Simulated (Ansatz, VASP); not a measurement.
**Two plane-wave programs on Be**

The input INCAR:

```
PREC = Accurate
ENCUT = 520
EDIFF = 1E-7
ISMEAR = -1
SIGMA = 0.1
LREAL = False
LASPH = True
NELM = 100
ALGO = Normal
ISIF = 2
LWAVE = False
LCHARG = False
GGA = RE
NBANDS = 9
```

The input KPOINTS:

```
regular mesh
0
Gamma
  12 12 12
```

POSCAR

```
Be
1.0
    0.0000000000      2.4351182725      2.4351182725
    2.4351182725      0.0000000000      2.4351182725
    2.4351182725      2.4351182725      0.0000000000
Be
2
Direct
    0.1250000000      0.1250000000      0.1250000000
    0.8750000000      0.8750000000      0.8750000000
```

Input for Ansatz:

```yaml
crystal:
  lattice:
    - [0.0, 2.4351182725, 2.4351182725]
    - [2.4351182725, 0.0, 2.4351182725]
    - [2.4351182725, 2.4351182725, 0.0]
  atoms:
    - { symbol: Be, position: [0.125, 0.125, 0.125] }
    - { symbol: Be, position: [0.875, 0.875, 0.875] }
hamiltonian:
  xc: revpbe
  pseudopotentials:
    kind: paw
    azcp:
      Be: "pseudopotentials/Be.paw.azcp"
basis:
  ecutwfc: 420
  fft_grid_basis: typed
kpoints:
  mp_grid: { grid: [12, 12, 12], shift: [0, 0, 0] }
magnetization:
  spin_polarized: false
scf:
  occupations: { method: fermi_dirac, width: 0.1 }
  lower_state_search: "off"
output:
  stress: true
```

Alike in both runs: task single point; functional revPBE; k mesh 12 × 12 × 12; occupations fermi-dirac, width 0.1 eV; no spin polarisation.

```csv
,VASP,Ansatz
version,VASP 6.6.1,Ansatz 0.2.0
potentials or method,"VASP PAW PBE potentials, release 64 (Be), cutoff 520 eV","plane waves (420 eV) with PAW, scalar-relativistic"
valence electrons in the cell,4,4
```

```tsv
	VASP	Ansatz	Ansatz less VASP
pressure (GPa)	1.8	1.8	0.00
```

VASP's potentials were made for PBE, not for revPBE. The functional is the same, so the differences come from potentials, cutoffs and numerics.
